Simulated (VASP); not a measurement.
CuI (rocksalt type), 2 atoms in the cell. It takes space group Fm-3m (No. 225, cubic). The conventional cell has a = 5.539 Å, b = 5.539 Å, c = 5.539 Å, α = 90.00°, β = 90.00°, γ = 90.00°. Within 3.7 Å of Cu (site symmetry m-3m) lie 6 I at 2.77 Å. Within 3.7 Å of I (site symmetry m-3m) lie 6 Cu at 2.77 Å. 

* Program: VASP 6.6.1
* Task: relaxation of cell and atoms
* Functional: LDA
* Potentials or basis: VASP PAW LDA potentials, release 64 (Cu, I)
* Cutoff: 600 eV
* k mesh: 13 × 13 × 13
* Occupations: fermi-dirac, width 0.08 eV
* Spin: no spin polarisation
* Target pressure: -0.65 GPa
* Dipole correction: no
* Further INCAR settings: ALGO = Normal; EDIFF = 1e-06; IBRION = 2; EDIFFG = -0.005; NSW = 60; ISIF = 3

Potentials or basis: VASP PAW LDA potentials, release 64 (Cu, I).

Launch:

```console
$ cat potpaw_LDA.64/Cu/POTCAR potpaw_LDA.64/I/POTCAR > POTCAR
$ mpirun -np 1 vasp_std > vasp.out
```

Hardware: 1 thread of Oxide Virtual Turin-like Processor, on a shared host.

Problem. Estimate the wall time of this run.

Solution. Wall time 2.2 min on 1 thread of Oxide Virtual Turin-like Processor, on a shared host, peak memory 0.17 GiB. Counts: scf iterations 27, k points 84, ion steps 3.
